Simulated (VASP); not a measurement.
# CaO (Fm-3m) in VASP: further runs, part 2 of 2

VASP 6.6.1.

### 3 Single point, PBE

This run uses another cell than the first one, of 15.03 Å³/atom, 1.038 times its volume.

The input, INCAR:

```
SYSTEM = CaO
  PREC = Accurate
  ENCUT = 600
  EDIFF = 1E-6
  ISMEAR = 0
  SIGMA = 0.01
  LREAL = .FALSE.
  LASPH = .TRUE.
  NELM = 120
  ALGO = Normal
  ISIF = 2
  LWAVE = .FALSE.
  LCHARG = .TRUE.
  GGA = PE
  LELF = .TRUE.
  LVHAR = .TRUE.
  NBANDS = 15
  GGA_COMPAT = .FALSE.
```

The input, KPOINTS:

```
Automatic mesh
0
G
  4 4 4
  0 0 0
```

The input, POSCAR:

```
CaO
1.0
    0.0000000000      2.4680082838      2.4680082838
    2.4680082838      0.0000000000      2.4680082838
    2.4680082838      2.4680082838      0.0000000000
Ca O
1 1
Direct
    0.0000000000      0.0000000000      0.0000000000
    0.5000000000      0.5000000000      0.5000000000
```

Potentials or basis: VASP PAW PBE potentials, release 64 (Ca_sv, O).

Launch:

```console
$ cat potpaw_PBE.64/Ca_sv/POTCAR potpaw_PBE.64/O/POTCAR > POTCAR
$ mpirun -np 1 vasp_std > vasp.out
```

OUTCAR:

```text
SYSTEM = CaO
   PREC = Accurate
   ENCUT = 600
   EDIFF = 1E-6
   ISMEAR = 0
   LREAL = .FALSE.
   LASPH = .TRUE.
   NELM = 120
   ISIF = 2
   GGA = PE

 ion  position               nearest neighbor table
   1  0.000  0.000  0.000-   2 2.47   2 2.47   2 2.47   2 2.47   2 2.47   2 2.47
   2  0.500  0.500  0.500-   1 2.47   1 2.47   1 2.47   1 2.47   1 2.47   1 2.47

  LATTYP: Found a face centered cubic cell.
 ALAT       =     4.9360165676

  Lattice vectors:

 A1 = (   0.0000000000,   2.4680082838,   2.4680082838)
 A2 = (   2.4680082838,   0.0000000000,   2.4680082838)
 A3 = (   2.4680082838,   2.4680082838,   0.0000000000)

Analysis of symmetry for initial positions (statically):
=====================================================================
 Subroutine PRICEL returns:
 Original cell was already a primitive cell.

 Routine SETGRP: Setting up the symmetry group for a
 face centered cubic supercell.

 Subroutine GETGRP returns: Found 48 space group operations
 (whereof 48 operations were pure point group operations)
 out of a pool of 48 trial point group operations.

The static configuration has the point symmetry O_h .

Analysis of symmetry for dynamics (positions and initial velocities):
=====================================================================
 Subroutine PRICEL returns:
 Original cell was already a primitive cell.

 Routine SETGRP: Setting up the symmetry group for a
 face centered cubic supercell.

 Subroutine GETGRP returns: Found 48 space group operations
 (whereof 48 operations were pure point group operations)
 out of a pool of 48 trial point group operations.

The dynamic configuration has the point symmetry O_h .

 Subroutine INISYM returns: Found 48 space group operations
 (whereof 48 operations are pure point group operations),
 and found     1 'primitive' translations

----------------------------------------------------------------------------------------

                                     Primitive cell

  volume of cell :      30.0656

  direct lattice vectors                    reciprocal lattice vectors
[... 100 lines left out ...]
   LRPA    =     F    only Hartree local field effects (RPA)
 non-spin polarized calculation
 Gauss-broadening in eV      SIGMA  =   0.01
  energy-cutoff  :      600.00
  volume of cell :       30.07
 maximum number of plane-waves:      1012
   NGX = 13   NGY = 13   NGZ = 13

 number of electron      16.0000004 magnetization

 Free energy of the ion-electron system (eV)
  ---------------------------------------------------
  ext. energy  EPLUGINS =         0.00000000
  ---------------------------------------------------
  free energy    TOTEN  =       -12.77414733 eV

  energy without entropy =      -12.77414733  energy(sigma->0) =      -12.77414733

 E-fermi :   2.0396     XC(G=0): -10.0916

 val. band max:        1.9232383177   @ k =   0.0000   0.0000   0.0000
 cond. band min:       5.5603762938   @ k =   0.5000   0.5000   0.0000
 fundamental gap:      3.6371379761
 Fermi energy:         2.0396111494

 k-point     1 :       0.0000    0.0000    0.0000
  band No.  band energies     occupation
      1     -36.0606      2.00000
      2     -16.8736      2.00000
      3     -16.8736      2.00000
      4     -16.8736      2.00000
      5     -13.4579      2.00000
      6       1.9232      2.00000
      7       1.9232      2.00000
      8       1.9232      2.00000
      9       6.0149      0.00000
     10       7.9358      0.00000
     11       7.9358      0.00000
     12       7.9358      0.00000
     13       9.3051      0.00000
     14       9.3051      0.00000
[... 113 lines left out ...]
      2     -17.1893      2.00000
      3     -17.1893      2.00000
      4     -17.1694      2.00000
      5     -12.9609      2.00000
      6       0.7544      2.00000
      7       0.8750      2.00000
      8       0.8750      2.00000
      9       7.9811      0.00000
     10       7.9811      0.00000
     11       9.7600      0.00000
     12      10.9179      0.00000
     13      11.2958      0.00000
     14      14.7241      0.00000
     15      15.1670      0.00000

------------------------ aborting loop because EDIFF is reached ----------------------------------------

  FORCE on cell =-STRESS in cart. coord.  units (eV):
  Direction    XX          YY          ZZ          XY          YZ          ZX
  --------------------------------------------------------------------------------------
  -------------------------------------------------------------------------------------
  Total       -1.0484437     -1.0484437     -1.0484437     -0.0000000     -0.0000000      0.0000000
  in kB      -55.8709230    -55.8709230    -55.8709230     -0.0000000     -0.0000000      0.0000000
  external PRESSURE =     -55.8709230 kB  Pullay stress =       0.0000000 kB

 VOLUME and BASIS-vectors are now :
 -----------------------------------------------------------------------------
  energy-cutoff  :      600.00
  volume of cell :       30.07
      direct lattice vectors                 reciprocal lattice vectors
     0.000000000  2.468008284  2.468008284    -0.202592513  0.202592513  0.202592513
     2.468008284  0.000000000  2.468008284     0.202592513 -0.202592513  0.202592513
     2.468008284  2.468008284  0.000000000     0.202592513  0.202592513 -0.202592513

 POSITION                                       TOTAL-FORCE (eV/Angst)
 -----------------------------------------------------------------------------------
      0.00000      0.00000      0.00000         0.000000      0.000000     -0.000000
      2.46801      2.46801      2.46801        -0.000000     -0.000000      0.000000
 -----------------------------------------------------------------------------------
    total drift:                                0.000000      0.000000      0.000000

  FREE ENERGIE OF THE ION-ELECTRON SYSTEM (eV)
  ---------------------------------------------------
  free  energy   TOTEN  =       -12.7741473344 eV

  energy  without entropy=      -12.7741473344  energy(sigma->0) =      -12.77414733
```

stdout:

```text
POSCAR found type information on POSCAR CaO
 POSCAR found :  2 types and       2 ions
 scaLAPACK will be used
 LDA part: xc-table for (Slater+PW92), standard interpolation
 POSCAR, INCAR and KPOINTS ok, starting setup
 FFT: planning ... GRIDC
 FFT: planning ... GRID_SOFT
 FFT: planning ... GRID
 WAVECAR not read
 entering main loop
```

Wall time 4.2 s (1 thread of Intel Xeon 6975P-C (Granite Rapids), shared host); peak memory 0.15 GiB.

Results:

- Free energy: -12.7741 eV
- Pressure: -5.6 GPa
- Band gap on the k mesh: 3.64 eV, indirect (least direct gap 4.02 eV)

Caveat: the k points lie up to 0.55 Å⁻¹ apart.

### 4 Single point, PBE

The input, INCAR:

```
SYSTEM = CaO
PREC = Accurate
ENCUT = 600
EDIFF = 1E-6
ISMEAR = 0
SIGMA = 0.01
LREAL = .FALSE.
LASPH = .TRUE.
NELM = 120
ALGO = Normal
ISIF = 2
LWAVE = .FALSE.
LCHARG = .FALSE.
GGA = PE
NBANDS = 15
GGA_COMPAT = .FALSE.
```

KPOINTS is that of step 3.

The input, POSCAR:

```
CaO
1.0
    0.0000000000      2.4371549459      2.4371549459
    2.4371549459      0.0000000000      2.4371549459
    2.4371549459      2.4371549459      0.0000000000
Ca O
1 1
Direct
    0.0000000000      0.0000000000      0.0000000000
    0.5000000000      0.5000000000      0.5000000000
```

Potentials or basis: VASP PAW PBE potentials, release 64 (Ca_sv, O).

Launch:

```console
$ cat potpaw_PBE.64/Ca_sv/POTCAR potpaw_PBE.64/O/POTCAR > POTCAR
$ mpirun -np 1 vasp_std > vasp.out
```

OUTCAR:

```text
SYSTEM = CaO
   PREC = Accurate
   ENCUT = 600
   EDIFF = 1E-6
   ISMEAR = 0
   LREAL = .FALSE.
   LASPH = .TRUE.
   NELM = 120
   ISIF = 2
   GGA = PE

 ion  position               nearest neighbor table
   1  0.000  0.000  0.000-   2 2.44   2 2.44   2 2.44   2 2.44   2 2.44   2 2.44
   2  0.500  0.500  0.500-   1 2.44   1 2.44   1 2.44   1 2.44   1 2.44   1 2.44

  LATTYP: Found a face centered cubic cell.
 ALAT       =     4.8743098918

  Lattice vectors:

 A1 = (   0.0000000000,   2.4371549459,   2.4371549459)
 A2 = (   2.4371549459,   0.0000000000,   2.4371549459)
 A3 = (   2.4371549459,   2.4371549459,   0.0000000000)

Analysis of symmetry for initial positions (statically):
=====================================================================
 Subroutine PRICEL returns:
 Original cell was already a primitive cell.

 Routine SETGRP: Setting up the symmetry group for a
 face centered cubic supercell.

 Subroutine GETGRP returns: Found 48 space group operations
 (whereof 48 operations were pure point group operations)
 out of a pool of 48 trial point group operations.

The static configuration has the point symmetry O_h .

Analysis of symmetry for dynamics (positions and initial velocities):
=====================================================================
 Subroutine PRICEL returns:
 Original cell was already a primitive cell.

 Routine SETGRP: Setting up the symmetry group for a
 face centered cubic supercell.

 Subroutine GETGRP returns: Found 48 space group operations
 (whereof 48 operations were pure point group operations)
 out of a pool of 48 trial point group operations.

The dynamic configuration has the point symmetry O_h .

 Subroutine INISYM returns: Found 48 space group operations
 (whereof 48 operations are pure point group operations),
 and found     1 'primitive' translations

----------------------------------------------------------------------------------------

                                     Primitive cell

  volume of cell :      28.9521

  direct lattice vectors                    reciprocal lattice vectors
[... 100 lines left out ...]
   LRPA    =     F    only Hartree local field effects (RPA)
 non-spin polarized calculation
 Gauss-broadening in eV      SIGMA  =   0.01
  energy-cutoff  :      600.00
  volume of cell :       28.95
 maximum number of plane-waves:       982
   NGX = 13   NGY = 13   NGZ = 13

 number of electron      16.0000004 magnetization

 Free energy of the ion-electron system (eV)
  ---------------------------------------------------
  ext. energy  EPLUGINS =         0.00000000
  ---------------------------------------------------
  free energy    TOTEN  =       -12.80038990 eV

  energy without entropy =      -12.80038990  energy(sigma->0) =      -12.80038990

 E-fermi :   2.2146     XC(G=0): -10.2706

 val. band max:        2.1230319404   @ k =   0.0000   0.0000   0.0000
 cond. band min:       5.7602012304   @ k =   0.5000   0.5000   0.0000
 fundamental gap:      3.6371692900
 Fermi energy:         2.2145504450

 k-point     1 :       0.0000    0.0000    0.0000
  band No.  band energies     occupation
      1     -35.6982      2.00000
      2     -16.4903      2.00000
      3     -16.4903      2.00000
      4     -16.4903      2.00000
      5     -13.3288      2.00000
      6       2.1230      2.00000
      7       2.1230      2.00000
      8       2.1230      2.00000
      9       6.4991      0.00000
     10       8.2349      0.00000
     11       8.2349      0.00000
     12       8.2349      0.00000
     13       9.6664      0.00000
     14       9.6664      0.00000
[... 113 lines left out ...]
      2     -16.8506      2.00000
      3     -16.8506      2.00000
      4     -16.8421      2.00000
      5     -12.7743      2.00000
      6       0.8997      2.00000
      7       1.0673      2.00000
      8       1.0673      2.00000
      9       8.3007      0.00000
     10       8.3007      0.00000
     11      10.2129      0.00000
     12      11.3699      0.00000
     13      11.7750      0.00000
     14      15.4119      0.00000
     15      15.7881      0.00000

------------------------ aborting loop because EDIFF is reached ----------------------------------------

  FORCE on cell =-STRESS in cart. coord.  units (eV):
  Direction    XX          YY          ZZ          XY          YZ          ZX
  --------------------------------------------------------------------------------------
  -------------------------------------------------------------------------------------
  Total       -0.4107957     -0.4107957     -0.4107957      0.0000000      0.0000000      0.0000000
  in kB      -22.7330159    -22.7330159    -22.7330159      0.0000000      0.0000000      0.0000000
  external PRESSURE =     -22.7330159 kB  Pullay stress =       0.0000000 kB

 VOLUME and BASIS-vectors are now :
 -----------------------------------------------------------------------------
  energy-cutoff  :      600.00
  volume of cell :       28.95
      direct lattice vectors                 reciprocal lattice vectors
     0.000000000  2.437154946  2.437154946    -0.205157247  0.205157247  0.205157247
     2.437154946  0.000000000  2.437154946     0.205157247 -0.205157247  0.205157247
     2.437154946  2.437154946  0.000000000     0.205157247  0.205157247 -0.205157247

 POSITION                                       TOTAL-FORCE (eV/Angst)
 -----------------------------------------------------------------------------------
      0.00000      0.00000      0.00000         0.000000      0.000000      0.000000
      2.43715      2.43715      2.43715        -0.000000     -0.000000     -0.000000
 -----------------------------------------------------------------------------------
    total drift:                                0.000000      0.000000      0.000000

  FREE ENERGIE OF THE ION-ELECTRON SYSTEM (eV)
  ---------------------------------------------------
  free  energy   TOTEN  =       -12.8003898960 eV

  energy  without entropy=      -12.8003898960  energy(sigma->0) =      -12.80038990
```

OSZICAR:

```text
N       E                     dE             d eps       ncg     rms          rms(c)
DAV:   1     0.134564662983E+03    0.13456E+03   -0.91954E+03   240   0.121E+03
DAV:   2    -0.846887039150E+01   -0.14303E+03   -0.13314E+03   289   0.302E+02
DAV:   3    -0.143508423817E+02   -0.58820E+01   -0.58370E+01   289   0.638E+01
DAV:   4    -0.145128644812E+02   -0.16202E+00   -0.16187E+00   374   0.912E+00
DAV:   5    -0.145134303700E+02   -0.56589E-03   -0.56588E-03   254   0.595E-01    0.856E+00
DAV:   6    -0.128848379134E+02    0.16286E+01   -0.52645E+00   262   0.216E+01    0.369E+00
DAV:   7    -0.128039857111E+02    0.80852E-01   -0.42578E-01   268   0.661E+00    0.183E+00
DAV:   8    -0.128014155845E+02    0.25701E-02   -0.81495E-02   289   0.308E+00    0.450E-01
DAV:   9    -0.127997250354E+02    0.16905E-02   -0.48732E-03   247   0.585E-01    0.116E-01
DAV:  10    -0.128004128831E+02   -0.68785E-03   -0.79290E-04   282   0.251E-01    0.478E-02
DAV:  11    -0.128003898855E+02    0.22998E-04   -0.49505E-05   304   0.833E-02    0.571E-03
DAV:  12    -0.128003898960E+02   -0.10574E-07   -0.82111E-06   275   0.250E-02
   1 F= -.12800390E+02 E0= -.12800390E+02  d E =-.111531E-39
```

Wall time 5.3 s (1 thread of Intel Xeon 6975P-C (Granite Rapids), shared host); peak memory 0.15 GiB.

Results:

```yaml
Free_energy: -12.8004 eV
Pressure: -2.3 GPa
Band_gap_on_the_k_mesh: 3.64 eV, indirect (least direct gap 4.02 eV)
```

Levels at points of the mesh, in eV from the valence-band top:
| k point | band 5 | band 6 | band 7 | band 8 | band 9 | band 10 | band 11 | band 12 |
| --- | --- | --- | --- | --- | --- | --- | --- | --- |
| (0.00, 0.00, 0.00) | -15.45 | 0.00 | 0.00 | 0.00 | 4.38 | 6.11 | 6.11 | 6.11 |
| (0.50, 0.00, 0.00) | -14.42 | -2.54 | -1.12 | -1.12 | 6.85 | 8.12 | 8.12 | 8.18 |
| (0.50, 0.50, 0.00) | -15.21 | -1.32 | -0.38 | -0.38 | 3.64 | 7.73 | 8.64 | 9.24 |

Caveat: the k points lie up to 0.56 Å⁻¹ apart. As with any semilocal functional, this PBE gap is likely too small.

### 5 Single point, PBE

This run uses another cell than the first one, of 15.03 Å³/atom, 1.038 times its volume.

The input, INCAR:

```
ALGO     = Normal         # electronic algorithm
EDIFF    = 1E-6           # SCF threshold, eV
ENCUT    = 600            # plane-wave cutoff, eV
GGA      = PE             # functional
GGA_COMPAT= False        
ISIF     = 2              # what is computed and relaxed
ISMEAR   = 0              # smearing method
LASPH    = True           # aspherical terms in the spheres
LCHARG   = False          # write CHGCAR
LREAL    = False          # projectors in reciprocal space
LWAVE    = False          # write WAVECAR
NBANDS   = 15             # bands
NELM     = 120            # most SCF steps
PREC     = Accurate       # precision mode
SIGMA    = 0.01           # smearing width, eV
```

The input, KPOINTS:

```
k-points
0
Gamma
  4 4 4
```

The input, POSCAR:

```
CaO
1.0
    0.0000000000      2.4680082838      2.4680082838
    2.4680082838      0.0000000000      2.4680082838
    2.4680082838      2.4680082838      0.0000000000
Ca O
1 1
Direct
    0.0000000000      0.0000000000      0.0000000000
    0.5000000000      0.5000000000      0.5000000000
```

Launch:

```console
$ cat potpaw_PBE.64/Ca_sv/POTCAR potpaw_PBE.64/O/POTCAR > POTCAR
$ mpirun -np 1 vasp_std > vasp.out
```

Wall time 4 s (1 thread of Intel Xeon 6975P-C (Granite Rapids), shared host); peak memory 0.14 GiB.

The run converged. Its results:

| Item | Value |
| --- | --- |
| Free energy | -12.7741 eV |
| Pressure | -5.6 GPa |
| Band gap on the k mesh | 3.64 eV, indirect (least direct gap 4.02 eV) |

Levels at points of the mesh, in eV from the valence-band top:
| k point | band 5 | band 6 | band 7 | band 8 | band 9 | band 10 | band 11 | band 12 |
| --- | --- | --- | --- | --- | --- | --- | --- | --- |
| (0.00, 0.00, 0.00) | -15.38 | 0.00 | 0.00 | 0.00 | 4.09 | 6.01 | 6.01 | 6.01 |
| (0.50, 0.00, 0.00) | -14.48 | -2.46 | -1.06 | -1.06 | 6.67 | 7.90 | 7.91 | 7.91 |
| (0.50, 0.50, 0.00) | -15.15 | -1.32 | -0.39 | -0.39 | 3.64 | 7.46 | 8.43 | 8.99 |

Caveat: the k points lie up to 0.55 Å⁻¹ apart. A k mesh can miss the band edges.
